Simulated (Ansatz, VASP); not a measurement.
# NaF in VASP and in Ansatz

```
Na F
1.0
     0.00000    2.28582    2.40011
     2.28582    0.00000    2.40011
     2.28582    2.28582    0.00000
Na F
1 1
Direct
  0.00000 0.00000 0.00000
  0.50000 0.50000 0.50000
```

Alike in both runs: task single point; functional r2SCAN; k mesh 10 × 10 × 10; occupations gaussian, width 0.05 eV; no spin polarisation.

|  | VASP | Ansatz |
| --- | --- | --- |
| version | VASP 6.6.1 | Ansatz 0.2.0 |
| potentials or method | VASP PAW PBE potentials, release 64 (Na_pv, F), cutoff 520 eV | scalar-relativistic, plane waves, PAW |
| valence electrons in the cell | 14 | 16 |

|  | VASP | Ansatz | Ansatz less VASP |
| --- | --- | --- | --- |
| gap on the k mesh at the Fermi level (eV) | 7.12 | 7.08 | -0.034 |
| least direct gap on the mesh (eV) | 7.12 | 7.08 | -0.034 |
| pressure (GPa) | -1.9 | -1.4 | +0.51 |
| traceless stress, the component that is largest in VASP (GPa) | -2.48 | -2.37 | +0.106 |

VASP's potentials were made for PBE, not for r2SCAN. VASP's potentials hold 14 valence electrons a cell and Ansatz's 16, so a difference there can come from the potentials and not from the codes.
